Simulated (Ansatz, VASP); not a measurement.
**ZnSe in VASP and in Ansatz**

```
CELL_PARAMETERS angstrom
0.00000 2.86647 2.86647
2.86647 0.00000 2.86647
2.86647 2.86647 0.00000
ATOMIC_POSITIONS crystal
Zn 0.00000 0.00000 0.00000
Se 0.25000 0.25000 0.25000
```

Alike in both runs: task single point; functional PBE; k mesh 8 × 8 × 8; occupations gaussian, width 0.02 eV; no spin polarisation.

```csv
,VASP,Ansatz
version,VASP 6.6.1,Ansatz 0.2.0
potentials or method,"VASP PAW PBE potentials, release 64 (Zn, Se), cutoff 500 eV","scalar-relativistic, plane waves, PAW"
valence electrons in the cell,18,28
```

```csv
,VASP,Ansatz,Ansatz less VASP
gap on the k mesh at the Fermi level (eV),1.15,1.15,-0.004
least direct gap on the mesh (eV),1.15,1.15,-0.004
pressure (GPa),0.2,0.0,-0.20
```

The functional is the same, so the differences come from potentials, cutoffs and numerics. VASP's potentials hold 18 valence electrons a cell and Ansatz's 28, so a difference there can come from the potentials and not from the codes.
